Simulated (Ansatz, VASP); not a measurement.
## SnSe2 in VASP and in Ansatz

```
CELL_PARAMETERS angstrom
3.77050 0.00000 0.00000
-1.88525 3.26535 0.00000
0.00000 0.00000 5.90107
ATOMIC_POSITIONS crystal
Sn 0.00000 0.00000 0.00000
Se 0.33333 0.66667 0.26513
Se 0.66667 0.33333 0.73487
```

Alike in both runs: task single point; functional PBE; dispersion D3(BJ); k mesh 12 × 12 × 6; occupations gaussian, width 0.03 eV; no spin polarisation.

|  | VASP | Ansatz |
| --- | --- | --- |
| version | VASP 6.6.1 | Ansatz 0.2.0 |
| potentials or method | VASP PAW PBE potentials, release 64 (Sn_d, Se), cutoff 500 eV | scalar-relativistic, plane waves, PAW |
| valence electrons in the cell | 26 | 46 |

|  | VASP | Ansatz | Ansatz less VASP |
| --- | --- | --- | --- |
| gap on the k mesh at the Fermi level (eV) | 0.39 | 0.40 | +0.006 |
| least direct gap on the mesh (eV) | 1.03 | 1.04 | +0.012 |
| pressure (GPa) | 4.3 | 4.2 | -0.10 |
| traceless stress, the component that is largest in VASP (GPa) | 0.06 | 0.05 | -0.011 |
| rms of the force components (eV/Å) | 0.228 | 0.220 | -0.0080 |

Atom by atom the forces differ by 0.008 eV/Å (rms over components). VASP's potentials hold 26 valence electrons a cell and Ansatz's 46, so a difference there can come from the potentials and not from the codes.
